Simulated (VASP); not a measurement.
# ZrPt (Cmcm) in VASP: notebook

The runs below take ZrPt through density of states, electric field gradients, with LDA.

Program: VASP 6.6.1. These are calculated values, not measurements. Logs are shortened: lines on timing, memory, paths and dates and some standing lists are left out, and cuts for length are marked.

**1. The cell of the first run**

It takes space group Cmcm (No. 63, orthorhombic). The conventional cell has a = 3.433 Å, b = 10.407 Å, c = 4.282 Å, α = 90.00°, β = 90.00°, γ = 90.00°. Zr (site symmetry m2m) has 7 Pt at 2.77 to 2.98 Å and 8 Zr at 3.43 to 3.64 Å within 3.7 Å. Pt (site symmetry m2m) has 7 Zr at 2.77 to 2.98 Å and 4 Pt at 2.88 to 3.43 Å within 3.7 Å.

**2. Density of states, LDA**

The input, POSCAR:

```
ZrPt
1.0
    1.7166625600     -5.2034075150      0.0000000000
    1.7166625600      5.2034075150      0.0000000000
    0.0000000000      0.0000000000      4.2824315000
Zr Pt
2 2
Direct
    0.8587498400      0.1412501600      0.7500000000
    0.1412501600      0.8587498400      0.2500000000
    0.5922648800      0.4077351200      0.7500000000
    0.4077351200      0.5922648800      0.2500000000
```

The input, INCAR.step1:

```
ALGO = Normal ; EDIFF = 1E-6
ENCUT = 520 ; ISIF = 2
ISMEAR = -1 ; LASPH = True
LCHARG = True ; LMAXMIX = 4
LREAL = False ; LWAVE = False
NBANDS = 30 ; NELM = 100
PREC = Accurate ; SIGMA = 0.05
```

The input, KPOINTS.step1:

```
k-points
0
Gamma
  11 11 9
```

The input, INCAR.step2:

```
ALGO = Normal ; EDIFF = 1E-6
ENCUT = 520 ; ICHARG = 11
ISIF = 2 ; ISMEAR = -5
LASPH = True ; LCHARG = False
LMAXMIX = 4 ; LORBIT = 11
LREAL = False ; LWAVE = False
NBANDS = 30 ; NEDOS = 2001
NELM = 100 ; PREC = Accurate
SIGMA = 0.05
```

The input, KPOINTS.step2:

```
k-points
0
Gamma
  17 17 14
```

Potentials or basis: VASP PAW LDA potentials, release 64 (Zr_sv, Pt).

The run is started by

```console
$ cat potpaw_LDA.64/Zr_sv/POTCAR potpaw_LDA.64/Pt/POTCAR > POTCAR
$ cp INCAR.step1 INCAR
$ cp KPOINTS.step1 KPOINTS
$ mpirun -np 1 vasp_std > vasp.out
$ cp INCAR.step2 INCAR
$ cp KPOINTS.step2 KPOINTS
$ mpirun -np 1 vasp_std > vasp.out
```

OUTCAR:

```text
EDIFF = 1E-6
   ENCUT = 520
   ICHARG = 11
   ISIF = 2
   ISMEAR = -5
   LASPH = True
   LORBIT = 11
   LREAL = False
   NELM = 100
   PREC = Accurate

 ion  position               nearest neighbor table
   1  0.859  0.141  0.750-   3 2.77   4 2.79   4 2.79   4 2.79   4 2.79   3 2.98   3 2.98   2 3.56
                             2 3.56   2 3.56   2 3.56   2 3.64   2 3.64
   2  0.141  0.859  0.250-   4 2.77   3 2.79   3 2.79   3 2.79   3 2.79   4 2.98   4 2.98   1 3.56
                             1 3.56   1 3.56   1 3.56   1 3.64   1 3.64
   3  0.592  0.408  0.750-   1 2.77   2 2.79   2 2.79   2 2.79   2 2.79   4 2.88   4 2.88   1 2.98
                             1 2.98
   4  0.408  0.592  0.250-   2 2.77   1 2.79   1 2.79   1 2.79   1 2.79   3 2.88   3 2.88   2 2.98
                             2 2.98

  LATTYP: Found a base centered orthorhombic cell.
 ALAT       =     3.4333251200
 B/A-ratio  =     3.0311184249
 C/A-ratio  =     1.2473131295

  Lattice vectors:

 A1 = (   1.7166625600,  -5.2034075150,   0.0000000000)
 A2 = (   1.7166625600,   5.2034075150,   0.0000000000)
 A3 = (   0.0000000000,   0.0000000000,   4.2824315000)

Analysis of symmetry for initial positions (statically):
=====================================================================
 Subroutine PRICEL returns:
 Original cell was already a primitive cell.

 Routine SETGRP: Setting up the symmetry group for a
 base centered orthorhombic supercell.

 Subroutine GETGRP returns: Found  8 space group operations
 (whereof  4 operations were pure point group operations)
 out of a pool of  8 trial point group operations.

The static configuration has the point symmetry C_2h.
 The point group associated with its full space group is D_2h.

Analysis of symmetry for dynamics (positions and initial velocities):
=====================================================================
 Subroutine PRICEL returns:
 Original cell was already a primitive cell.

 Routine SETGRP: Setting up the symmetry group for a
 base centered orthorhombic supercell.

 Subroutine GETGRP returns: Found  8 space group operations
 (whereof  4 operations were pure point group operations)
 out of a pool of  8 trial point group operations.

The dynamic configuration has the point symmetry C_2h.
 The point group associated with its full space group is D_2h.

 Subroutine INISYM returns: Found  8 space group operations
 (whereof  4 operations are pure point group operations),
 and found     1 'primitive' translations

----------------------------------------------------------------------------------------

                                     Primitive cell

  volume of cell :      76.5056

  direct lattice vectors                    reciprocal lattice vectors
     1.716662560 -5.203407515  0.000000000     0.291262833 -0.096090879  0.000000000
     1.716662560  5.203407515  0.000000000     0.291262833  0.096090879  0.000000000
     0.000000000  0.000000000  4.282431500     0.000000000  0.000000000  0.233512200

  length of vectors
     5.479268210  5.479268210  4.282431500     0.306704246  0.306704246  0.233512200

  position of ions in fractional coordinates (direct lattice)
     0.858749840  0.141250160  0.750000000
     0.141250160  0.858749840  0.250000000
     0.592264880  0.407735120  0.750000000
     0.407735120  0.592264880  0.250000000

  ion indices of the primitive-cell ions
   primitive index   ion index
                 1           1
                 2           2
                 3           3
                 4           4

----------------------------------------------------------------------------------------

 KPOINTS: k-points

Automatic generation of k-mesh.
 Grid dimensions read from file:
 generate k-points for:   17   17   14

 Generating k-lattice:

  Cartesian coordinates                     Fractional coordinates (reciprocal lattice)
     0.017133108 -0.005652405  0.000000000     0.058823529 -0.000000000  0.000000000
     0.017133108  0.005652405  0.000000000    -0.000000000  0.058823529  0.000000000
     0.000000000  0.000000000  0.016679443     0.000000000  0.000000000  0.071428571

  Length of vectors
     0.018041426  0.018041426  0.016679443

  Shift w.r.t. Gamma in fractional coordinates (k-lattice)
     0.000000000  0.000000000  0.000000000

 TETIRR: Found   6069 inequivalent tetrahedra from    24276

 Subroutine IBZKPT returns following result:
 ===========================================

 Found    648 irreducible k-points:

 Following reciprocal coordinates:
            Coordinates               Weight
  0.000000  0.000000  0.000000      1.000000
  0.058824 -0.000000  0.000000      4.000000
  0.117647 -0.000000  0.000000      4.000000
  0.176471 -0.000000  0.000000      4.000000
  0.235294 -0.000000  0.000000      4.000000
  0.294118 -0.000000  0.000000      4.000000
[... 16 lines left out ...]
 -0.176471  0.058824  0.000000      4.000000
 -0.117647  0.058824  0.000000      4.000000
 [... further k-points ...]
   k-points           NKPTS =    648   k-points in BZ     NKDIM =    648   number of bands    NBANDS=     30
   number of dos      NEDOS =   2001   number of ions     NIONS =      4
   total plane-waves  NPLWV =  56448
   dimension x,y,z NGX =    42 NGY =   42 NGZ =   32
   dimension x,y,z NGXF=    84 NGYF=   84 NGZF=   64
   ions per type =               2   2
   NGX,Y,Z   is equivalent  to a cutoff of  12.74, 12.74, 12.42 a.u.
   NGXF,Y,Z  is equivalent  to a cutoff of  25.49, 25.49, 24.85 a.u.
 SYSTEM =  unknown system
   PREC   = accura    normal or accurate (medium, high low for compatibility)
   ISTART =      0    job   : 0-new  1-cont  2-samecut
   ICHARG =     11    charge: 1-file 2-atom 10-const
   ISPIN  =      1    spin polarized calculation?
   LNONCOLLINEAR =      F non collinear calculations
   LSORBIT =      F    spin-orbit coupling
   LASPH  =      T    aspherical Exc in radial PAW
   ENCUT  =  520.0 eV  38.22 Ry    6.18 a.u.  10.19 10.19  7.96*2*pi/ulx,y,z
   NELM   =    100;   NELMIN=  2; NELMDL=  0     # of ELM steps
   EDIFF  = 0.1E-05   stopping-criterion for ELM
   LREAL  =      F    real-space projection
   EDIFFG = 0.1E-04   stopping-criterion for IOM
   NSW    =      0    number of steps for IOM
   IBRION =     -1    ionic relax: 0-MD 1-quasi-New 2-CG
   NFREE  =      0    steps in history (QN), initial steepest desc. (CG)
   ISIF   =      2    stress and relaxation
   ISYM   =      2    0-nonsym 1-usesym 2-fastsym
   POTIM  = 0.5000    time-step for ionic-motion
   TEBEG  =    0.0;   TEEND  =   0.0 temperature during run
   PSTRESS=    0.0 pullay stress
   NELECT =      44.0000    total number of electrons
   NUPDOWN=      -1.0000    fix difference up-down
   EMIN   =  10.00;   EMAX   =-10.00  energy-range for DOS
   EFERMI =   0.00;   METHOD = LEGACY
   ISMEAR =    -5;   SIGMA  =   0.05  broadening in eV -4-tet -1-fermi 0-gaus
   EFERMI_NEDOS =   21; number of points for ismear=-14 and -15
   IALGO  =     38    algorithm
   IMIX   =      4    mixing-type and parameters
     AMIX     =   0.40;   BMIX     =  1.00
     AMIX_MAG =   1.60;   BMIX_MAG =  1.00
  volume/ion in A,a.u.               =      19.13       129.07
  Fermi-wavevector in a.u.,A,eV,Ry     =   1.361428  2.572726 25.218208  1.853486
  Thomas-Fermi vector in A             =   2.488005
   LORBIT       =     11    0 simple, 1 ext, 2 COOP (PROOUT), +10 PAW based schemes
   GGA     = CA    functional components
   LHFCALC =     F    Hartree Fock is set to
   AEXX    =    0.0000 exact exchange contribution
   IVDW    =     0    specifies the selected vdW correction
   LEPSILON=     F    determine dielectric tensor
   LRPA    =     F    only Hartree local field effects (RPA)
 non-spin polarized calculation
 Fermi weights with tetrahedron method with Bloechl corrections
  energy-cutoff  :      520.00
  volume of cell :       76.51
 maximum number of plane-waves:      2092
 NGX is ok and might be reduce to    42

 number of electron      44.0000000 magnetization

 Free energy of the ion-electron system (eV)
  ---------------------------------------------------
  ext. energy  EPLUGINS =         0.00000000
  ---------------------------------------------------
  free energy    TOTEN  =       -37.94573328 eV

  energy without entropy =      -37.94573328  energy(sigma->0) =      -37.94573328

 E-fermi :   9.9794     XC(G=0): -12.2347

 val. band max:        9.9877241262   @ k =   0.4706   0.4118   0.0000
 cond. band min:       9.9237020783   @ k =   0.4118   0.1765   0.3571
 fundamental gap:     -0.0640220479
 Fermi energy:         9.9793653729

 k-point     1 :       0.0000    0.0000    0.0000
  band No.  band energies     occupation
      1     -39.0171      2.00000
      2     -38.9811      2.00000
      3     -17.2776      2.00000
      4     -17.2604      2.00000
      5     -17.1196      2.00000
      6     -17.0754      2.00000
[... 22 lines left out ...]
     29      13.6670      0.00000
     30      13.6964      0.00000

 k-point     2 :       0.0588   -0.0000    0.0000
  band No.  band energies     occupation
      1     -39.0160      2.00000
      2     -38.9807      2.00000
      3     -17.2764      2.00000
      4     -17.2584      2.00000
      5     -17.1206      2.00000
      6     -17.0873      2.00000
[... 22 lines left out ...]
     29      13.6562      0.00000
     30      13.8033      0.00000

 k-point     3 :       0.1176   -0.0000    0.0000
  band No.  band energies     occupation
      1     -39.0129      2.00000
      2     -38.9794      2.00000
      3     -17.2727      2.00000
      4     -17.2530      2.00000
      5     -17.1237      2.00000
      6     -17.1184      2.00000
[... 682 lines left out ...]
     29      13.3897      0.00000
     30      13.9143      0.00000

 k-point    24 :      -0.1176    0.0588    0.0000
  band No.  band energies     occupation
      1     -39.0154      2.00000
      2     -38.9811      2.00000
      3     -17.2743      2.00000
      4     -17.2558      2.00000
      5     -17.1228      2.00000
      6     -17.0882      2.00000
[... 22 lines left out ...]
     29      13.4868      0.00000
     30      13.8159      0.00000

 [... further k-points ...]
[... 5 lines left out ...]
  --------------------------------------------------------------------------------------
  -------------------------------------------------------------------------------------
  Total       -3.2096044     -3.7506342     -3.5579157      0.0000000     -0.0000000      0.0000000
  in kB      -67.2154162    -78.5456420    -74.5097379      0.0000000     -0.0000000      0.0000000
  external PRESSURE =     -73.4235987 kB  Pullay stress =       0.0000000 kB

 VOLUME and BASIS-vectors are now :
 -----------------------------------------------------------------------------
  energy-cutoff  :      520.00
  volume of cell :       76.51
      direct lattice vectors                 reciprocal lattice vectors
     1.716662560 -5.203407515  0.000000000     0.291262833 -0.096090879  0.000000000
     1.716662560  5.203407515  0.000000000     0.291262833  0.096090879  0.000000000
     0.000000000  0.000000000  4.282431500     0.000000000  0.000000000  0.233512200

 POSITION                                       TOTAL-FORCE (eV/Angst)
 -----------------------------------------------------------------------------------
      1.71666     -3.73344      3.21182         0.000000     -0.046759      0.000000
      1.71666      3.73344      1.07061         0.000000      0.046759      0.000000
      1.71666     -0.96018      3.21182         0.000000      0.076237     -0.000000
      1.71666      0.96018      1.07061         0.000000     -0.076237     -0.000000
 -----------------------------------------------------------------------------------
    total drift:                                0.000000      0.000000      0.000000

  FREE ENERGIE OF THE ION-ELECTRON SYSTEM (eV)
  ---------------------------------------------------
  free  energy   TOTEN  =       -37.9457332810 eV

  energy  without entropy=      -37.9457332810  energy(sigma->0) =      -37.94573328

 total charge

# of ion       s       p       d       tot
------------------------------------------
    1        2.207   5.994   1.523   9.724
    2        2.207   5.994   1.523   9.724
    3        0.838   0.596   8.035   9.469
    4        0.838   0.596   8.035   9.469
--------------------------------------------------
tot          6.089  13.181  19.117  38.387
```

It took 21 min on 1 thread of Intel Xeon Platinum 8488C (Sapphire Rapids), shared host; peak memory 1.2 GiB.

What came out:

* Valence electrons inside the program's atomic spheres: Zr 9.72; Pt 9.47

Levels at points of the mesh, in eV from the Fermi level:
```csv
k point,band 18,band 19,band 20,band 21,band 22,band 23,band 24,band 25,band 26,band 27
"(0.00, 0.00, 0.00)",-2.80,-2.78,-2.23,-0.59,0.97,1.00,1.55,1.55,2.00,2.13
"(0.00, 0.00, 0.50)",-2.97,-2.76,-2.76,-0.89,-0.89,0.72,0.72,0.82,0.82,1.76
```

Caveat: spin-orbit coupling is left out, which moves the levels of the heavy elements; tetrahedron occupations give inexact forces and stress in metals.

(Part 1 of 2 ends here.)
